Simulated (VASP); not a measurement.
# CdSi3: relaxation of cell and atoms with PBE

Crystal: CdSi3.

```
CELL_PARAMETERS angstrom
4.04521 0.00000 0.00000
0.00000 4.04521 0.00000
0.00000 0.00000 4.00363
ATOMIC_POSITIONS crystal
Cd 0.00000 0.00000 0.00000
Si 0.00000 0.50000 0.50000
Si 0.50000 0.00000 0.50000
Si 0.50000 0.50000 0.00000
```

- Program: VASP 6.6.1
- Task: relaxation of cell and atoms
- Functional: PBE
- Potentials or basis: VASP PAW PBE potentials, release 64 (Cd, Si)
- Cutoff: 600 eV
- k mesh: 4 × 4 × 4
- Occupations: gaussian, width 0.1 eV
- Spin: no spin polarisation
- Dipole correction: no
- Further INCAR settings: ALGO = Normal; EDIFF = 1e-06; IBRION = 2; EDIFFG = -0.04; NSW = 90; ISIF = 3

- Relaxed volume: 17.32 Å³/atom
- Relaxed cell: a = 4.150 Å, b = 4.150 Å, c = 4.022 Å, α = 90.00°, β = 90.00°, γ = 90.00°
- Space group after relaxing (to 0.1 Å): P4/mmm (No. 123)
- Energy gained by relaxing: 15.4 meV/atom
- Ionic steps: 6
- Pressure after relaxing: -0.2 GPa
- Band gap on the k mesh: zero (bands 12 and 13 overlap by 4.13 eV)

Stress tensor (GPa, compression positive):
```
-0.23  0.00  0.00
 0.00 -0.23  0.00
 0.00  0.00 -0.13
```

Step by step:
| step | energy change (eV) | largest force (eV/Å) | pressure (GPa) | volume (Å³) |
| --- | --- | --- | --- | --- |
| 1 | 0.0000 | 0.0000 | 4.96 | 65.51 |
| 2 | -0.0545 | 0.0000 | -1.42 | 70.43 |
| 3 | -0.0593 | 0.0000 | -0.12 | 69.30 |
| 4 | -0.0593 | 0.0000 | -0.22 | 69.37 |
| 5 | -0.0611 | 0.0000 | -0.21 | 69.31 |
| 6 | -0.0614 | 0.0000 | -0.20 | 69.27 |

Final structure:
```cif
data_structure
_symmetry_space_group_name_H-M 'P 1'
_symmetry_Int_Tables_number 1
_cell_length_a 4.1499
_cell_length_b 4.1499
_cell_length_c 4.0219
_cell_angle_alpha 90.000
_cell_angle_beta 90.000
_cell_angle_gamma 90.000
_cell_volume 69.27
loop_
_atom_site_label
_atom_site_type_symbol
_atom_site_fract_x
_atom_site_fract_y
_atom_site_fract_z
_atom_site_occupancy
Cd1 Cd 0.00000 0.00000 0.00000 1
Si1 Si 0.00000 0.50000 0.50000 1
Si2 Si 0.50000 0.00000 0.50000 1
Si3 Si 0.50000 0.50000 0.00000 1
```

Levels at points of the mesh, in eV from the Fermi level:
| k point | band 10 | band 11 | band 12 | band 13 | band 14 | band 15 |
| --- | --- | --- | --- | --- | --- | --- |
| (0.00, 0.00, 0.00) | -3.92 | -3.86 | -1.33 | 2.25 | 2.25 | 2.36 |
| (0.50, 0.00, 0.00) | -1.83 | -1.72 | -1.35 | -0.62 | -0.24 | 0.31 |
| (0.50, 0.50, 0.00) | -0.54 | 0.02 | 0.45 | 0.45 | 0.61 | 0.61 |
| (0.00, 0.00, 0.50) | -2.01 | -1.62 | -1.62 | -0.72 | -0.43 | -0.03 |
| (0.50, 0.00, 0.50) | -0.78 | -0.44 | 0.16 | 0.16 | 0.18 | 0.31 |
| (0.50, 0.50, 0.50) | -5.37 | -5.37 | -5.32 | -3.32 | 6.35 | 6.54 |

Run time: 31 s on 1 thread of Intel(R) Xeon(R) 6975P-C (Granite Rapids), with other jobs on the host, peak memory 0.19 GiB.

Caveat: the k points lie up to 0.39 Å⁻¹ apart in the final cell, too coarse for converged energies and pressures of a metal.
